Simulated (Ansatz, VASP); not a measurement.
One calculation of Lu, two programs

```
Lu
1.0
     5.27289    0.00000    0.00000
    -2.63644    4.56645    0.00000
     0.00000    0.00000    3.30200
Lu
3
Direct
  0.00000 0.00000 0.00000
  0.33333 0.66667 0.50000
  0.66667 0.33333 0.50000
```

Alike in both runs: task single point; functional revPBE; k mesh 8 × 8 × 10; occupations fermi-dirac, width 0.1 eV; no spin polarisation.

|  | VASP | Ansatz |
| --- | --- | --- |
| version | VASP 6.6.1 | Ansatz 0.2.0 |
| potentials or method | VASP PAW PBE potentials, release 64 (Lu), cutoff 520 eV | plane waves (420 eV) with PAW, scalar-relativistic |
| valence electrons in the cell | 75 | 75 |

```tsv
	VASP	Ansatz	Ansatz less VASP
pressure (GPa)	6.8	6.5	-0.33
traceless stress, the component that is largest in VASP (GPa)	-0.15	-0.11	+0.045
```

VASP's potentials were made for PBE, not for revPBE. With one functional, cell and mesh, what is left measures potentials, basis and numerics.

Neither program's run includes spin-orbit coupling.
